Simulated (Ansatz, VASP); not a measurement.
BaO: VASP beside Ansatz

The input INCAR:

```
SYSTEM = BaO
PREC = Accurate ; ENCUT = 600
EDIFF = 1E-6 ; ISMEAR = 0
SIGMA = 0.1 ; LREAL = .FALSE.
LASPH = .TRUE. ; NELM = 120
ALGO = Normal ; ISIF = 2
LWAVE = .FALSE. ; LCHARG = .FALSE.
GGA = PE ; NBANDS = 15
GGA_COMPAT = .FALSE.
```

Contents of KPOINTS:

```
Automatic mesh
0
G
  6 6 6
  0 0 0
```

The input POSCAR:

```
BaO
1.0
    0.0000000000      2.7595318786      2.7595318786
    2.7595318786      0.0000000000      2.7595318786
    2.7595318786      2.7595318786      0.0000000000
Ba O
1 1
Direct
    0.0000000000      0.0000000000      0.0000000000
    0.5000000000      0.5000000000      0.5000000000
```

Input for Ansatz:

```yaml
crystal:
  lattice:
    - [0.0, 2.7595318786, 2.7595318786]
    - [2.7595318786, 0.0, 2.7595318786]
    - [2.7595318786, 2.7595318786, 0.0]
  atoms:
    - { symbol: Ba, position: [0.0, 0.0, 0.0] }
    - { symbol: O, position: [0.5, 0.5, 0.5] }
basis:
  ecutwfc: 420
kpoints:
  mp_grid: { grid: [6, 6, 6] }
hamiltonian:
  xc: pbe
scf:
  occupations: { method: gaussian, width: 0.1 }
output:
  forces: true
  stress: true
  eigenvalues: true
```

Alike in both runs: task single point; functional PBE; k mesh 6 × 6 × 6; occupations gaussian, width 0.1 eV; no spin polarisation.

|  | VASP | Ansatz |
| --- | --- | --- |
| version | VASP 6.6.1 | Ansatz 0.2.0 |
| potentials or method | VASP PAW PBE potentials, release 64 (Ba_sv, O), cutoff 600 eV | scalar-relativistic, plane waves, PAW |
| valence electrons in the cell | 16 | 16 |

VASP gave:

```
gap on the k mesh at the Fermi level (eV) : 1.94
least direct gap on the mesh (eV)         : 1.94
pressure (GPa)                            : 3.9
```

**Question.** Which values does Ansatz return?

**Answer.** gap on the k mesh at the Fermi level (eV): 2.00; least direct gap on the mesh (eV): 2.00; pressure (GPa): 2.2.

The functional is the same, so the differences come from potentials, cutoffs and numerics.

Neither program's run includes spin-orbit coupling.
